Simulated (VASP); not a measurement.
# LiSnF4 (P4/mmm) in VASP: further runs

The runs below take LiSnF4 through single point, with PBE.

Everything below comes from runs of VASP 6.6.1. Logs are shortened: lines on timing, memory, paths and dates and some standing lists are left out, and cuts for length are marked.

### Step 1. The cell of the first run

The structure is tetragonal, space group P4/mmm (No. 123). The conventional cell has a = 4.270 Å, b = 4.270 Å, c = 6.823 Å, α = 90.00°, β = 90.00°, γ = 90.00°. Within 4.3 Å of Li (site symmetry 4/mmm) lie 16 F at 3.29 to 4.02 Å and 4 Li at 4.27 Å. Within 2.8 Å of Sn (site symmetry 4/mmm) lie 6 F at 2.10 to 2.13 Å. F (site symmetry 4mm) has 1 Sn at 2.10 Å and 1 F at 2.62 Å within 2.8 Å. Within 2.8 Å of F (site symmetry mmm) lie 2 Sn at 2.13 Å.

### Step 2. Single point, PBE

INCAR

```
SYSTEM = LiSnF4
PREC     = Accurate       ! precision mode
ENCUT    = 910            ! plane-wave cutoff, eV
EDIFF    = 1E-6           ! SCF threshold, eV
ISMEAR   = 0              ! smearing method
SIGMA    = 0.1            ! smearing width, eV
LREAL    = .FALSE.        ! projectors in reciprocal space
LASPH    = .TRUE.         ! aspherical terms in the spheres
NELM     = 120            ! most SCF steps
ALGO     = Normal         ! electronic algorithm
ISIF     = 2              ! what is computed and relaxed
LWAVE    = .FALSE.        ! write WAVECAR
LCHARG   = .FALSE.        ! write CHGCAR
GGA      = PE             ! functional
NBANDS   = 32             ! bands
GGA_COMPAT= .FALSE.
```

KPOINTS

```
regular mesh
0
G
  4 4 4
  0 0 0
```

POSCAR

```
LiSnF4
1.0
    4.2697184489      0.0000000000      0.0000000000
    0.0000000000      4.2697184489      0.0000000000
    0.0000000000      0.0000000000      6.8230757049
Li Sn F
1 1 4
Direct
    0.5000000000      0.5000000000      0.5000000000
    0.0000000000      0.0000000000      0.0000000000
    0.0000000000      0.0000000000      0.3080539289
    0.0000000000      0.0000000000      0.6919460711
    0.0000000000      0.5000000000      0.0000000000
    0.5000000000      0.0000000000      0.0000000000
```

Potentials or basis: VASP PAW PBE potentials, release 64 (Li_sv, Sn_d, F_h).

Started as:

```
$ cat potpaw_PBE.64/Li_sv/POTCAR potpaw_PBE.64/Sn_d/POTCAR potpaw_PBE.64/F_h/POTCAR > POTCAR
$ mpirun -np 1 vasp_std > vasp.out
```

OUTCAR:

```text
SYSTEM = LiSnF4
   PREC = Accurate
   ENCUT = 910
   EDIFF = 1E-6
   ISMEAR = 0
   LREAL = .FALSE.
   LASPH = .TRUE.
   NELM = 120
   ISIF = 2
   GGA = PE

 ion  position               nearest neighbor table
   1  0.500  0.500  0.500-
   2  0.000  0.000  0.000-   3 2.10   4 2.10   5 2.13   6 2.13   5 2.13   6 2.13
   3  0.000  0.000  0.308-   2 2.10
   4  0.000  0.000  0.692-   2 2.10
   5  0.000  0.500  0.000-   2 2.13   2 2.13
   6  0.500  0.000  0.000-   2 2.13   2 2.13

  LATTYP: Found a simple tetragonal cell.
 ALAT       =     4.2697184489
 C/A-ratio  =     1.5980153695

  Lattice vectors:

 A1 = (   4.2697184489,   0.0000000000,   0.0000000000)
 A2 = (   0.0000000000,   4.2697184489,   0.0000000000)
 A3 = (   0.0000000000,   0.0000000000,   6.8230757049)

Analysis of symmetry for initial positions (statically):
=====================================================================
 Subroutine PRICEL returns:
 Original cell was already a primitive cell.

 Routine SETGRP: Setting up the symmetry group for a
 simple tetragonal supercell.

 Subroutine GETGRP returns: Found 16 space group operations
 (whereof 16 operations were pure point group operations)
 out of a pool of 16 trial point group operations.

The static configuration has the point symmetry D_4h.

Analysis of symmetry for dynamics (positions and initial velocities):
=====================================================================
 Subroutine PRICEL returns:
 Original cell was already a primitive cell.

 Routine SETGRP: Setting up the symmetry group for a
 simple tetragonal supercell.

 Subroutine GETGRP returns: Found 16 space group operations
 (whereof 16 operations were pure point group operations)
 out of a pool of 16 trial point group operations.

The dynamic configuration has the point symmetry D_4h.

 Subroutine INISYM returns: Found 16 space group operations
 (whereof 16 operations are pure point group operations),
 and found     1 'primitive' translations

----------------------------------------------------------------------------------------

                                     Primitive cell

  volume of cell :     124.3881

  direct lattice vectors                    reciprocal lattice vectors
     4.269718449  0.000000000  0.000000000     0.234207480  0.000000000  0.000000000
     0.000000000  4.269718449  0.000000000     0.000000000  0.234207480  0.000000000
     0.000000000  0.000000000  6.823075705     0.000000000  0.000000000  0.146561469

  length of vectors
     4.269718449  4.269718449  6.823075705     0.234207480  0.234207480  0.146561469

  position of ions in fractional coordinates (direct lattice)
     0.500000000  0.500000000  0.500000000
     0.000000000  0.000000000  0.000000000
     0.000000000  0.000000000  0.308053929
     0.000000000  0.000000000  0.691946071
     0.000000000  0.500000000  0.000000000
     0.500000000  0.000000000  0.000000000

  ion indices of the primitive-cell ions
   primitive index   ion index
                 1           1
                 2           2
                 3           3
                 4           4
                 5           5
                 6           6

----------------------------------------------------------------------------------------

 KPOINTS: regular mesh

Automatic generation of k-mesh.
 Grid dimensions read from file:
 generate k-points for:    4    4    4

 Generating k-lattice:

  Cartesian coordinates                     Fractional coordinates (reciprocal lattice)
     0.058551870  0.000000000  0.000000000     0.250000000  0.000000000  0.000000000
     0.000000000  0.058551870  0.000000000     0.000000000  0.250000000  0.000000000
     0.000000000  0.000000000  0.036640367     0.000000000  0.000000000  0.250000000

  Length of vectors
     0.058551870  0.058551870  0.036640367

  Shift w.r.t. Gamma in fractional coordinates (k-lattice)
     0.000000000  0.000000000  0.000000000

 Subroutine IBZKPT returns following result:
 ===========================================

 Found     18 irreducible k-points:

 Following reciprocal coordinates:
            Coordinates               Weight
  0.000000  0.000000  0.000000      1.000000
  0.250000  0.000000  0.000000      4.000000
  0.500000  0.000000  0.000000      2.000000
  0.250000  0.250000  0.000000      4.000000
  0.500000  0.250000  0.000000      4.000000
  0.500000  0.500000  0.000000      1.000000
[... 10 lines left out ...]
  0.500000  0.250000  0.500000      4.000000
  0.500000  0.500000  0.500000      1.000000
   k-points           NKPTS =     18   k-points in BZ     NKDIM =     18   number of bands    NBANDS=     32
   number of dos      NEDOS =    301   number of ions     NIONS =      6
   total plane-waves  NPLWV = 123480
   dimension x,y,z NGX =    42 NGY =   42 NGZ =   70
   dimension x,y,z NGXF=    84 NGYF=   84 NGZF=  140
   ions per type =               1   1   4
   NGX,Y,Z   is equivalent  to a cutoff of  16.35, 16.35, 17.06 a.u.
   NGXF,Y,Z  is equivalent  to a cutoff of  32.71, 32.71, 34.11 a.u.
 SYSTEM =  LiSnF4
   PREC   = accura    normal or accurate (medium, high low for compatibility)
   ISTART =      0    job   : 0-new  1-cont  2-samecut
   ICHARG =      2    charge: 1-file 2-atom 10-const
   ISPIN  =      1    spin polarized calculation?
   LNONCOLLINEAR =      F non collinear calculations
   LSORBIT =      F    spin-orbit coupling
   LASPH  =      T    aspherical Exc in radial PAW
   ENCUT  =  910.0 eV  66.88 Ry    8.18 a.u.  10.50 10.50 16.78*2*pi/ulx,y,z
   NELM   =    120;   NELMIN=  2; NELMDL= -5     # of ELM steps
   EDIFF  = 0.1E-05   stopping-criterion for ELM
   LREAL  =      F    real-space projection
   EDIFFG = 0.1E-04   stopping-criterion for IOM
   NSW    =      0    number of steps for IOM
   IBRION =     -1    ionic relax: 0-MD 1-quasi-New 2-CG
   NFREE  =      0    steps in history (QN), initial steepest desc. (CG)
   ISIF   =      2    stress and relaxation
   ISYM   =      2    0-nonsym 1-usesym 2-fastsym
   POTIM  = 0.5000    time-step for ionic-motion
   TEBEG  =    0.0;   TEEND  =   0.0 temperature during run
   PSTRESS=    0.0 pullay stress
   NELECT =      45.0000    total number of electrons
   NUPDOWN=      -1.0000    fix difference up-down
   EMIN   =  10.00;   EMAX   =-10.00  energy-range for DOS
   EFERMI =   0.00;   METHOD = LEGACY
   ISMEAR =     0;   SIGMA  =   0.10  broadening in eV -4-tet -1-fermi 0-gaus
   EFERMI_NEDOS =   21; number of points for ismear=-14 and -15
   IALGO  =     38    algorithm
   IMIX   =      4    mixing-type and parameters
     AMIX     =   0.40;   BMIX     =  1.00
     AMIX_MAG =   1.60;   BMIX_MAG =  1.00
  volume/ion in A,a.u.               =      20.73       139.90
  Fermi-wavevector in a.u.,A,eV,Ry     =   1.166504  2.204372 18.513867  1.360731
  Thomas-Fermi vector in A             =   2.303016
   LORBIT       =      0    0 simple, 1 ext, 2 COOP (PROOUT), +10 PAW based schemes
   GGA     = PE    functional components
   LHFCALC =     F    Hartree Fock is set to
   AEXX    =    0.0000 exact exchange contribution
   IVDW    =     0    specifies the selected vdW correction
   LEPSILON=     F    determine dielectric tensor
   LRPA    =     F    only Hartree local field effects (RPA)
 non-spin polarized calculation
 Gauss-broadening in eV      SIGMA  =   0.10
  energy-cutoff  :      910.00
  volume of cell :      124.39
 maximum number of plane-waves:      7798
   NGX = 21   NGY = 21   NGZ = 33

 number of electron      45.0000012 magnetization

 Free energy of the ion-electron system (eV)
  ---------------------------------------------------
  ext. energy  EPLUGINS =         0.00000000
  ---------------------------------------------------
  free energy    TOTEN  =       -25.87798869 eV

  energy without entropy =      -25.87561915  energy(sigma->0) =      -25.87680392

 E-fermi :   1.7665     XC(G=0):  -7.0564

 val. band max:        1.6350297341   @ k =   0.2500   0.2500   0.2500
 cond. band min:       1.8758945606   @ k =   0.2500   0.2500   0.5000
 fundamental gap:      0.2408648265
 Fermi energy:         1.7665225965

 k-point     1 :       0.0000    0.0000    0.0000
  band No.  band energies     occupation
      1     -47.8905      2.00000
      2     -23.3471      2.00000
      3     -23.3310      2.00000
      4     -22.0002      2.00000
      5     -21.3563      2.00000
      6     -20.2784      2.00000
[... 24 lines left out ...]
     31       9.6125      0.00000
     32       9.7688      0.00000

 k-point     2 :       0.2500    0.0000    0.0000
  band No.  band energies     occupation
      1     -47.8905      2.00000
      2     -23.3382      2.00000
      3     -23.1414      2.00000
      4     -22.0020      2.00000
      5     -21.3540      2.00000
      6     -20.2835      2.00000
[... 24 lines left out ...]
     31       9.8760      0.00000
     32      11.7254      0.00000

 k-point     3 :       0.5000    0.0000    0.0000
  band No.  band energies     occupation
      1     -47.8905      2.00000
      2     -23.3365      2.00000
      3     -22.9026      2.00000
      4     -22.0074      2.00000
      5     -21.3518      2.00000
      6     -20.2885      2.00000
[... 24 lines left out ...]
     31      10.9760      0.00000
     32      11.6262      0.00000

 k-point     4 :       0.2500    0.2500    0.0000
  band No.  band energies     occupation
      1     -47.8905      2.00000
      2     -23.1519      2.00000
      3     -23.1290      2.00000
      4     -22.0035      2.00000
      5     -21.3518      2.00000
      6     -20.2887      2.00000
[... 444 lines left out ...]
     31      10.7852      0.00000
     32      11.2691      0.00000

 k-point    17 :       0.5000    0.2500    0.5000
  band No.  band energies     occupation
      1     -47.8905      2.00000
      2     -23.1392      2.00000
      3     -22.9005      2.00000
      4     -21.9072      2.00000
      5     -21.4994      2.00000
      6     -20.2939      2.00000
[... 24 lines left out ...]
     31      10.4205      0.00000
     32      11.0999      0.00000

 k-point    18 :       0.5000    0.5000    0.5000
  band No.  band energies     occupation
      1     -47.8904      2.00000
      2     -22.8984      2.00000
      3     -22.8984      2.00000
      4     -21.9125      2.00000
      5     -21.4967      2.00000
      6     -20.4665      2.00000
[... 24 lines left out ...]
     31      11.3821      0.00000
     32      11.3821      0.00000

------------------------ aborting loop because EDIFF is reached ----------------------------------------

  FORCE on cell =-STRESS in cart. coord.  units (eV):
  Direction    XX          YY          ZZ          XY          YZ          ZX
  --------------------------------------------------------------------------------------
  -------------------------------------------------------------------------------------
  Total       -0.1030654     -0.1030654      0.1872667      0.0000000      0.0000000     -0.0000000
  in kB       -1.3275312     -1.3275312      2.4120840      0.0000000      0.0000000     -0.0000000
  external PRESSURE =      -0.0809928 kB  Pullay stress =       0.0000000 kB

 VOLUME and BASIS-vectors are now :
 -----------------------------------------------------------------------------
  energy-cutoff  :      910.00
  volume of cell :      124.39
      direct lattice vectors                 reciprocal lattice vectors
     4.269718449  0.000000000  0.000000000     0.234207480  0.000000000  0.000000000
     0.000000000  4.269718449  0.000000000     0.000000000  0.234207480  0.000000000
     0.000000000  0.000000000  6.823075705     0.000000000  0.000000000  0.146561469

 POSITION                                       TOTAL-FORCE (eV/Angst)
 -----------------------------------------------------------------------------------
      2.13486      2.13486      3.41154         0.000000     -0.000000      0.000000
      0.00000      0.00000      0.00000         0.000000     -0.000000      0.000000
      0.00000      0.00000      2.10188        -0.000000     -0.000000      0.074574
      0.00000      0.00000      4.72120         0.000000      0.000000     -0.074574
      0.00000      2.13486      0.00000         0.000000     -0.000000      0.000000
      2.13486      0.00000      0.00000         0.000000     -0.000000      0.000000
 -----------------------------------------------------------------------------------
    total drift:                                0.000000      0.000000     -0.000000

  FREE ENERGIE OF THE ION-ELECTRON SYSTEM (eV)
  ---------------------------------------------------
  free  energy   TOTEN  =       -25.8779886903 eV

  energy  without entropy=      -25.8756191528  energy(sigma->0) =      -25.87680392
```

Wall time 4.6 min (1 thread of AMD EPYC 7R43 (Zen 3), shared host); peak memory 0.38 GiB.

Results:

```yaml
Free_energy: -25.8780 eV
Pressure: 0.0 GPa
Largest_force: 0.075 eV/Å
Band_gap_on_the_k_mesh: zero (an odd number of electrons rules out a gap without spin polarisation)
```

Forces on the atoms (eV/Å):
```
Li   0.000  0.000  0.000
Sn   0.000  0.000  0.000
F    0.000  0.000  0.075
F    0.000  0.000 -0.075
F    0.000  0.000  0.000
F    0.000  0.000  0.000
```

Stress tensor (GPa, compression positive):
```
-0.13  0.00  0.00
 0.00 -0.13  0.00
 0.00  0.00  0.24
```

Caveat: the k points lie up to 0.37 Å⁻¹ apart, too coarse for converged energies and pressures of a metal; the cutoff is under 1.25 times the usual one of these potentials, so pressure, stress and relaxed cells hold a basis-set (Pulay) error; spin-orbit coupling is left out, which moves the levels of the heavy elements; an odd number of electrons without spin polarisation forces a metal; a magnetic or distorted state may lie lower.

### Step 3. Single point, PBE

This run uses another cell than the first one, of 20.88 Å³/atom.

INCAR

```
PREC = Accurate ; ENCUT = 520
EDIFF = 1E-6 ; ISMEAR = 0
SIGMA = 0.1 ; LREAL = F
LASPH = T ; NELM = 100
ALGO = Normal ; ISIF = 2
LWAVE = F ; LCHARG = F
GGA = PE ; NBANDS = 32
```

KPOINTS

```
regular mesh
0
Gamma
  10 10 6
```

POSCAR

```
LiSnF4
1.0
    4.2731698497      0.0000000000      0.0000000000
    0.0000000000      4.2731698497      0.0000000000
    0.0000000000      0.0000000000      6.8613624113
Li Sn F
1 1 4
Direct
    0.5000000000      0.5000000000      0.5000000000
    0.0000000000      0.0000000000      0.0000000000
    0.0000000000      0.0000000000      0.3071070519
    0.0000000000      0.0000000000      0.6928929481
    0.0000000000      0.5000000000      0.0000000000
    0.5000000000      0.0000000000      0.0000000000
```

Potentials or basis: VASP PAW PBE potentials, release 64 (Li_sv, Sn_d, F).

Started as:

```
$ cat potpaw_PBE.64/Li_sv/POTCAR potpaw_PBE.64/Sn_d/POTCAR potpaw_PBE.64/F/POTCAR > POTCAR
$ mpirun -np 1 vasp_std > vasp.out
```

It took 2.6 min on 1 thread of Intel Xeon 6975P-C (Granite Rapids), shared host; peak memory 0.42 GiB.

The run converged. Its results:

| Property | Result |
| --- | --- |
| Free energy | -25.8236 eV |
| Largest force | 0.069 eV/Å |
| Band gap on the k mesh | zero (an odd number of electrons rules out a gap without spin polarisation) |

Forces on the atoms (eV/Å):
```
Li   0.000  0.000  0.000
Sn   0.000  0.000  0.000
F    0.000  0.000  0.069
F    0.000  0.000 -0.069
F    0.000  0.000  0.000
F    0.000  0.000  0.000
```

Levels at points of the mesh, in eV from the Fermi level:
| k point | band 18 | band 19 | band 20 | band 21 | band 22 | band 23 | band 24 | band 25 | band 26 | band 27 |
| --- | --- | --- | --- | --- | --- | --- | --- | --- | --- | --- |
| (0.00, 0.00, 0.00) | -4.80 | -4.56 | -4.56 | -4.36 | -4.36 | -1.95 | 1.47 | 3.35 | 6.43 | 6.43 |
| (0.50, 0.00, 0.00) | -4.94 | -4.84 | -4.54 | -4.35 | -4.28 | 0.05 | 2.55 | 3.40 | 4.35 | 4.49 |
| (0.50, 0.50, 0.00) | -5.07 | -4.88 | -4.88 | -4.26 | -4.26 | 1.79 | 3.54 | 3.71 | 3.71 | 4.31 |
| (0.00, 0.00, 0.50) | -5.44 | -4.58 | -4.58 | -4.35 | -4.35 | -1.22 | 1.11 | 3.28 | 6.44 | 6.44 |
| (0.50, 0.00, 0.50) | -4.70 | -4.57 | -4.55 | -4.53 | -4.34 | 0.48 | 2.78 | 2.88 | 3.31 | 5.85 |
| (0.50, 0.50, 0.50) | -4.60 | -4.60 | -4.50 | -4.50 | -4.44 | 2.05 | 3.50 | 3.90 | 3.90 | 4.09 |

Caveat: the cutoff is under 1.25 times the usual one of these potentials, so pressure, stress and relaxed cells hold a basis-set (Pulay) error; spin-orbit coupling is left out, which moves the levels of the heavy elements; an odd number of electrons without spin polarisation forces a metal; a magnetic or distorted state may lie lower.
